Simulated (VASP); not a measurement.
## TiRh: single point with LDA

Crystal: TiRh.

```xyz
2
Lattice="2.9880 0.0000 0.0000 0.0000 2.9880 0.0000 0.0000 0.0000 3.3500" Properties=species:S:1:pos:R:3 pbc="T T T"
Ti    1.4940    1.4940    1.6750
Rh    0.0000    0.0000    0.0000
```

```json
{
 "Program": "VASP 6.6.1",
 "Task": "single point",
 "Functional": "LDA",
 "Potentials or basis": "VASP PAW LDA potentials, release 64 (Ti_sv, Rh_pv)",
 "Cutoff": "520 eV",
 "k mesh": "16 × 16 × 14",
 "Occupations": "gaussian, width 0.15 eV",
 "Spin": "no spin polarisation"
}
```

```yaml
Pressure: -11.5 GPa
Band_gap_on_the_k_mesh: zero (an odd number of electrons rules out a gap without spin polarisation)
```

Stress tensor (GPa, compression positive):
```
-12.17   0.00   0.00
  0.00 -12.17   0.00
  0.00   0.00 -10.21
```

Levels at points of the mesh, in eV from the Fermi level:
```csv
k point,band 9,band 10,band 11,band 12,band 13,band 14,band 15,band 16,band 17,band 18
"(0.00, 0.00, 0.00)",-5.18,-5.07,-2.43,-2.43,-1.75,0.30,1.20,2.50,2.62,2.62
"(0.50, 0.00, 0.00)",-3.75,-3.21,-3.02,-2.41,-1.67,-0.95,-0.21,0.57,1.17,1.54
"(0.50, 0.50, 0.00)",-4.93,-4.12,-4.12,-0.43,0.65,1.45,1.45,1.97,2.76,2.84
"(0.00, 0.00, 0.50)",-4.13,-3.80,-2.24,-2.24,-1.34,-1.26,-0.45,0.75,0.75,1.86
"(0.50, 0.00, 0.50)",-5.04,-3.26,-3.14,-1.32,0.09,0.60,0.66,0.75,2.62,2.73
"(0.50, 0.50, 0.50)",-3.82,-3.82,-2.03,-1.56,-1.56,-1.00,-0.41,2.19,2.79,8.37
```

It took 11 min on 1 thread of Intel Xeon 8259CL, with other jobs on the host, peak memory 0.32 GiB.

Caveat: the cell stands under tension.
